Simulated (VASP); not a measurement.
# BaTiO3 (P4/mmm) in VASP: notebook

The runs below take BaTiO3 through electric field gradients, with PBE.

All numbers are computed with VASP 6.6.1; they aren't measurements. Logs are shortened: lines on timing, memory, paths and dates and some standing lists are left out, and cuts for length are marked.

## 1. The cell of the first run

Symmetry: P4/mmm, No. 123, tetragonal system. The conventional cell has a = 3.967 Å, b = 3.967 Å, c = 4.007 Å, α = 90.00°, β = 90.00°, γ = 90.00°. Within 3.7 Å of Ba (site symmetry 4/mmm) lie 12 O at 2.81 to 2.82 Å and 8 Ti at 3.45 Å. Within 2.6 Å of Ti (site symmetry 4/mmm) lie 6 O at 1.98 to 2.00 Å. Within 2.6 Å of O (site symmetry mmm) lie 2 Ti at 1.98 Å. O (site symmetry 4/mmm) has 2 Ti at 2.00 Å and 4 Ba at 2.81 Å and 8 O at 2.82 Å within 2.9 Å.

## 2. Electric field gradients, PBE (equal xx and yy strain of -1 %)

Input file INCAR:

```
SYSTEM = BaTiO3
PREC = Accurate ; ENCUT = 1000
EDIFF = 1E-8 ; ISMEAR = -1
SIGMA = 0.05 ; LREAL = .FALSE.
LASPH = .TRUE. ; NELM = 120
ALGO = Normal ; ISIF = 2
LWAVE = .FALSE. ; LCHARG = .FALSE.
GGA = PE ; LEFG = .TRUE.
NBANDS = 28 ; GGA_COMPAT = .FALSE.
```

Input file KPOINTS:

```
regular mesh
0
G
  8 8 8
  0 0 0
```

Input file POSCAR:

```
BaTiO3
1.0
    3.9672270000      0.0000000000      0.0000000000
    0.0000000000      3.9672270000      0.0000000000
    0.0000000000      0.0000000000      4.0073000000
Ba Ti O
1 1 3
Direct
    0.5000000000      0.5000000000      0.5000000000
    0.0000000000      0.0000000000      0.0000000000
    0.5000000000      0.0000000000      0.0000000000
    0.0000000000      0.5000000000      0.0000000000
    0.0000000000      0.0000000000      0.5000000000
```

Potentials or basis: VASP PAW PBE potentials, release 64 (Ba_sv, Ti_sv, O_h).

Run with:

```console
$ cat potpaw_PBE.64/Ba_sv/POTCAR potpaw_PBE.64/Ti_sv/POTCAR potpaw_PBE.64/O_h/POTCAR > POTCAR
$ mpirun -np 1 vasp_std > vasp.out
```

OUTCAR:

```text
SYSTEM = BaTiO3
   PREC = Accurate
   ENCUT = 1000
   EDIFF = 1E-8
   ISMEAR = -1
   LREAL = .FALSE.
   LASPH = .TRUE.
   NELM = 120
   ISIF = 2
   GGA = PE

 ion  position               nearest neighbor table
   1  0.500  0.500  0.500-   5 2.81   5 2.81   5 2.81   5 2.81   4 2.82   3 2.82   4 2.82   3 2.82
                             4 2.82   3 2.82   4 2.82   3 2.82   2 3.45   2 3.45   2 3.45   2 3.45
   2  0.000  0.000  0.000-   3 1.98   4 1.98   4 1.98   3 1.98   5 2.00   5 2.00   1 3.45   1 3.45
                             1 3.45   1 3.45   1 3.45   1 3.45   1 3.45   1 3.45
   3  0.500  0.000  0.000-   2 1.98   2 1.98   1 2.82   1 2.82   1 2.82   1 2.82
   4  0.000  0.500  0.000-   2 1.98   2 1.98   1 2.82   1 2.82   1 2.82   1 2.82
   5  0.000  0.000  0.500-   2 2.00   2 2.00   1 2.81   1 2.81   1 2.81   1 2.81

  LATTYP: Found a simple tetragonal cell.
 ALAT       =     3.9672270000
 C/A-ratio  =     1.0101010101

  Lattice vectors:

 A1 = (   3.9672270000,   0.0000000000,   0.0000000000)
 A2 = (   0.0000000000,   3.9672270000,   0.0000000000)
 A3 = (   0.0000000000,   0.0000000000,   4.0073000000)

Analysis of symmetry for initial positions (statically):
=====================================================================
 Subroutine PRICEL returns:
 Original cell was already a primitive cell.

 Routine SETGRP: Setting up the symmetry group for a
 simple tetragonal supercell.

 Subroutine GETGRP returns: Found 16 space group operations
 (whereof 16 operations were pure point group operations)
 out of a pool of 16 trial point group operations.

The static configuration has the point symmetry D_4h.

Analysis of symmetry for dynamics (positions and initial velocities):
=====================================================================
 Subroutine PRICEL returns:
 Original cell was already a primitive cell.

 Routine SETGRP: Setting up the symmetry group for a
 simple tetragonal supercell.

 Subroutine GETGRP returns: Found 16 space group operations
 (whereof 16 operations were pure point group operations)
 out of a pool of 16 trial point group operations.

The dynamic configuration has the point symmetry D_4h.

 Subroutine INISYM returns: Found 16 space group operations
 (whereof 16 operations are pure point group operations),
 and found     1 'primitive' translations

----------------------------------------------------------------------------------------

                                     Primitive cell

  volume of cell :      63.0705

  direct lattice vectors                    reciprocal lattice vectors
     3.967227000  0.000000000  0.000000000     0.252065233  0.000000000  0.000000000
     0.000000000  3.967227000  0.000000000     0.000000000  0.252065233  0.000000000
     0.000000000  0.000000000  4.007300000     0.000000000  0.000000000  0.249544581

  length of vectors
     3.967227000  3.967227000  4.007300000     0.252065233  0.252065233  0.249544581

  position of ions in fractional coordinates (direct lattice)
     0.500000000  0.500000000  0.500000000
     0.000000000  0.000000000  0.000000000
     0.500000000  0.000000000  0.000000000
     0.000000000  0.500000000  0.000000000
     0.000000000  0.000000000  0.500000000

  ion indices of the primitive-cell ions
   primitive index   ion index
                 1           1
                 2           2
                 3           3
                 4           4
                 5           5

----------------------------------------------------------------------------------------

 KPOINTS: regular mesh

Automatic generation of k-mesh.
 Grid dimensions read from file:
 generate k-points for:    8    8    8

 Generating k-lattice:

  Cartesian coordinates                     Fractional coordinates (reciprocal lattice)
     0.031508154  0.000000000  0.000000000     0.125000000  0.000000000  0.000000000
     0.000000000  0.031508154  0.000000000     0.000000000  0.125000000  0.000000000
     0.000000000  0.000000000  0.031193073     0.000000000  0.000000000  0.125000000

  Length of vectors
     0.031508154  0.031508154  0.031193073

  Shift w.r.t. Gamma in fractional coordinates (k-lattice)
     0.000000000  0.000000000  0.000000000

 Subroutine IBZKPT returns following result:
 ===========================================

 Found     75 irreducible k-points:

 Following reciprocal coordinates:
            Coordinates               Weight
  0.000000  0.000000  0.000000      1.000000
  0.125000  0.000000  0.000000      4.000000
  0.250000  0.000000  0.000000      4.000000
  0.375000  0.000000  0.000000      4.000000
  0.500000  0.000000  0.000000      2.000000
  0.125000  0.125000  0.000000      4.000000
[... 16 lines left out ...]
  0.375000  0.125000  0.125000     16.000000
  0.500000  0.125000  0.125000      8.000000
 [... further k-points ...]
   k-points           NKPTS =     75   k-points in BZ     NKDIM =     75   number of bands    NBANDS=     28
   number of dos      NEDOS =    301   number of ions     NIONS =      5
   total plane-waves  NPLWV =  74088
   dimension x,y,z NGX =    42 NGY =   42 NGZ =   42
   dimension x,y,z NGXF=    84 NGYF=   84 NGZF=   84
   ions per type =               1   1   3
   NGX,Y,Z   is equivalent  to a cutoff of  17.60, 17.60, 17.42 a.u.
   NGXF,Y,Z  is equivalent  to a cutoff of  35.20, 35.20, 34.85 a.u.
 SYSTEM =  BaTiO3
   PREC   = accura    normal or accurate (medium, high low for compatibility)
   ISTART =      0    job   : 0-new  1-cont  2-samecut
   ICHARG =      2    charge: 1-file 2-atom 10-const
   ISPIN  =      1    spin polarized calculation?
   LNONCOLLINEAR =      F non collinear calculations
   LSORBIT =      F    spin-orbit coupling
   LASPH  =      T    aspherical Exc in radial PAW
   ENCUT  = 1000.0 eV  73.50 Ry    8.57 a.u.  10.23 10.23 10.33*2*pi/ulx,y,z
   NELM   =    120;   NELMIN=  2; NELMDL= -5     # of ELM steps
   EDIFF  = 0.1E-07   stopping-criterion for ELM
   LREAL  =      F    real-space projection
   EDIFFG = 0.1E-06   stopping-criterion for IOM
   NSW    =      0    number of steps for IOM
   IBRION =     -1    ionic relax: 0-MD 1-quasi-New 2-CG
   NFREE  =      0    steps in history (QN), initial steepest desc. (CG)
   ISIF   =      2    stress and relaxation
   ISYM   =      2    0-nonsym 1-usesym 2-fastsym
   POTIM  = 0.5000    time-step for ionic-motion
   TEBEG  =    0.0;   TEEND  =   0.0 temperature during run
   PSTRESS=    0.0 pullay stress
   NELECT =      40.0000    total number of electrons
   NUPDOWN=      -1.0000    fix difference up-down
   EMIN   =  10.00;   EMAX   =-10.00  energy-range for DOS
   EFERMI =   0.00;   METHOD = LEGACY
   ISMEAR =    -1;   SIGMA  =   0.05  broadening in eV -4-tet -1-fermi 0-gaus
   EFERMI_NEDOS =   21; number of points for ismear=-14 and -15
   IALGO  =     38    algorithm
   IMIX   =      4    mixing-type and parameters
     AMIX     =   0.40;   BMIX     =  1.00
     AMIX_MAG =   1.60;   BMIX_MAG =  1.00
  volume/ion in A,a.u.               =      12.61        85.12
  Fermi-wavevector in a.u.,A,eV,Ry     =   1.406542  2.657980 26.917244  1.978362
  Thomas-Fermi vector in A             =   2.528892
   LORBIT       =      0    0 simple, 1 ext, 2 COOP (PROOUT), +10 PAW based schemes
   GGA     = PE    functional components
   LHFCALC =     F    Hartree Fock is set to
   AEXX    =    0.0000 exact exchange contribution
   IVDW    =     0    specifies the selected vdW correction
   LEPSILON=     F    determine dielectric tensor
   LRPA    =     F    only Hartree local field effects (RPA)
 non-spin polarized calculation
  energy-cutoff  :     1000.00
  volume of cell :       63.07
 maximum number of plane-waves:      4600
 NGX is ok and might be reduce to    42
   NGX = 21   NGY = 21   NGZ = 21

 number of electron      39.9999988 magnetization

 Free energy of the ion-electron system (eV)
  ---------------------------------------------------
  ext. energy  EPLUGINS =         0.00000000
  ---------------------------------------------------
  free energy    TOTEN  =       -39.95383391 eV

  energy without entropy =      -39.95383391  energy(sigma->0) =      -39.95383391

 E-fermi :   5.2337     XC(G=0): -11.3512

 val. band max:        4.3391368656   @ k =   0.5000   0.5000   0.5000
 cond. band min:       6.1005148624   @ k =   0.0000   0.0000   0.0000
 fundamental gap:      1.7613779969
 Fermi energy:         5.2337045839

 k-point     1 :       0.0000    0.0000    0.0000
  band No.  band energies     occupation
      1     -52.2406      2.00000
      2     -28.4621      2.00000
      3     -28.4621      2.00000
      4     -28.4577      2.00000
      5     -20.4470      2.00000
      6     -12.6065      2.00000
[... 20 lines left out ...]
     27       9.4497      0.00000
     28      11.9012      0.00000

 k-point     2 :       0.1250    0.0000    0.0000
  band No.  band energies     occupation
      1     -52.2405      2.00000
      2     -28.4708      2.00000
      3     -28.4617      2.00000
      4     -28.4574      2.00000
      5     -20.4279      2.00000
      6     -12.6117      2.00000
[... 20 lines left out ...]
     27       9.7593      0.00000
     28      12.2834      0.00000

 k-point     3 :       0.2500    0.0000    0.0000
  band No.  band energies     occupation
      1     -52.2401      2.00000
      2     -28.4917      2.00000
      3     -28.4609      2.00000
      4     -28.4565      2.00000
      5     -20.3810      2.00000
      6     -12.6799      2.00000
[... 616 lines left out ...]
      3     -28.4683      2.00000
      4     -28.4629      2.00000
      5     -20.3079      2.00000
      6     -12.6615      2.00000
[... 20 lines left out ...]
     27      11.9666      0.00000
     28      13.0704      0.00000

 k-point    24 :       0.5000    0.1250    0.1250
  band No.  band energies     occupation
      1     -52.2392      2.00000
      2     -28.5200      2.00000
      3     -28.4680      2.00000
      4     -28.4625      2.00000
      5     -20.2898      2.00000
      6     -12.6998      2.00000
[... 20 lines left out ...]
     27      12.3556      0.00000
     28      13.2031      0.00000

 [... further k-points ...]

------------------------ aborting loop because EDIFF is reached ----------------------------------------

  FORCE on cell =-STRESS in cart. coord.  units (eV):
  Direction    XX          YY          ZZ          XY          YZ          ZX
  --------------------------------------------------------------------------------------
  -------------------------------------------------------------------------------------
  Total        3.0600665      3.0600665      2.2351255      0.0000000      0.0000000      0.0000000
  in kB       77.7347997     77.7347997     56.7788427      0.0000000      0.0000000      0.0000000
  external PRESSURE =      70.7494807 kB  Pullay stress =       0.0000000 kB

 VOLUME and BASIS-vectors are now :
 -----------------------------------------------------------------------------
  energy-cutoff  :     1000.00
  volume of cell :       63.07
      direct lattice vectors                 reciprocal lattice vectors
     3.967227000  0.000000000  0.000000000     0.252065233  0.000000000  0.000000000
     0.000000000  3.967227000  0.000000000     0.000000000  0.252065233  0.000000000
     0.000000000  0.000000000  4.007300000     0.000000000  0.000000000  0.249544581

 POSITION                                       TOTAL-FORCE (eV/Angst)
 -----------------------------------------------------------------------------------
      1.98361      1.98361      2.00365         0.000000      0.000000      0.000000
      0.00000      0.00000      0.00000         0.000000      0.000000      0.000000
      1.98361      0.00000      0.00000         0.000000      0.000000      0.000000
      0.00000      1.98361      0.00000         0.000000      0.000000      0.000000
      0.00000      0.00000      2.00365         0.000000      0.000000      0.000000
 -----------------------------------------------------------------------------------
    total drift:                                0.000000      0.000000     -0.000000

  FREE ENERGIE OF THE ION-ELECTRON SYSTEM (eV)
  ---------------------------------------------------
  free  energy   TOTEN  =       -39.9538339090 eV

  energy  without entropy=      -39.9538339073  energy(sigma->0) =      -39.95383391

 Electric field gradients (V/A^2)
---------------------------------------------------------------------
 ion       V_xx      V_yy      V_zz      V_xy      V_xz      V_yz
---------------------------------------------------------------------
   1      -0.935    -0.935     1.870    -0.000    -0.000     0.000
   2      -4.474    -4.474     8.948     0.000     0.000    -0.000
   3      21.922   -12.650    -9.272     0.000    -0.000    -0.000
   4     -12.650    21.922    -9.272    -0.000    -0.000     0.000
   5     -13.323   -13.323    26.647     0.000     0.000    -0.000
---------------------------------------------------------------------

 Electric field gradients after diagonalization (V/A^2)
 (convention: |V_zz| > |V_xx| > |V_yy|)
----------------------------------------------------------------------
 ion       V_xx      V_yy      V_zz     asymmetry (V_yy - V_xx)/ V_zz
----------------------------------------------------------------------
   1      -0.935    -0.935     1.870       0.000
   2      -4.474    -4.474     8.948       0.000
   3     -12.650    -9.272    21.922       0.154
   4     -12.650    -9.272    21.922       0.154
   5     -13.323   -13.323    26.647       0.000
----------------------------------------------------------------------

           NMR quadrupolar parameters

 Cq : quadrupolar parameter    Cq=e*Q*V_zz/h
 eta: asymmetry parameters     (V_yy - V_xx)/ V_zz
 Q  : nuclear electric quadrupole moment in mb (millibarn)
----------------------------------------------------------------------
 ion       Cq(MHz)       eta       Q (mb)
----------------------------------------------------------------------
   1       0.005       0.000       1.000
   2       0.022       0.000       1.000
   3       0.053       0.154       1.000
   4       0.053       0.154       1.000
   5       0.064       0.000       1.000
----------------------------------------------------------------------
```

Run time: 3.9 min. Hardware: 1 thread of Intel Xeon 6975P-C (Granite Rapids), shared host; peak memory 0.51 GiB.

Results:

| Property | Result |
| --- | --- |
| Free energy | -39.9538 eV |
| Pressure | 7.1 GPa |
| Band gap on the k mesh | 1.76 eV (least direct gap 1.90 eV) |
| Largest electric field gradient by atom | Ba +1.9; Ti +8.9; O +21.9, +26.6 (each value once) V/Å² |

Stress tensor (GPa, compression positive):
```
7.77 0.00 0.00
0.00 7.77 0.00
0.00 0.00 5.68
```

Levels at points of the mesh, in eV from the valence-band top:
```csv
k point,band 18,band 19,band 20,band 21,band 22,band 23
"(0.00, 0.00, 0.00)",-0.15,-0.14,-0.14,1.76,1.76,1.78
"(0.50, 0.00, 0.00)",-1.90,-0.74,-0.72,1.93,3.58,3.59
"(0.50, 0.50, 0.00)",-0.82,-0.82,-0.09,3.59,3.59,4.02
"(0.00, 0.00, 0.50)",-1.79,-0.72,-0.72,1.94,3.50,3.50
"(0.50, 0.00, 0.50)",-0.91,-0.90,-0.12,3.51,3.60,3.97
"(0.50, 0.50, 0.50)",-0.02,-0.02,0.00,4.23,4.23,4.28
```

Electric field gradients, principal values (V/Å²):
```csv
atom,least,middle,greatest (by size)
1 Ba,-0.935,-0.935,1.870
2 Ti,-4.474,-4.474,8.948
3 O,-9.272,-12.650,21.922
4 O,-9.272,-12.650,21.922
5 O,-13.323,-13.323,26.647
```

Caveat: the cell differs from its parent crystal (equal xx and yy strain of -1 %); the cell stands under pressure; without QUAD_EFG the Cq values of the log hold for a quadrupole moment of 1 mb, not for the nuclei; spin-orbit coupling is left out, which moves the levels of the heavy elements. A k mesh can miss the band edges.

[end of part 1 of 2]
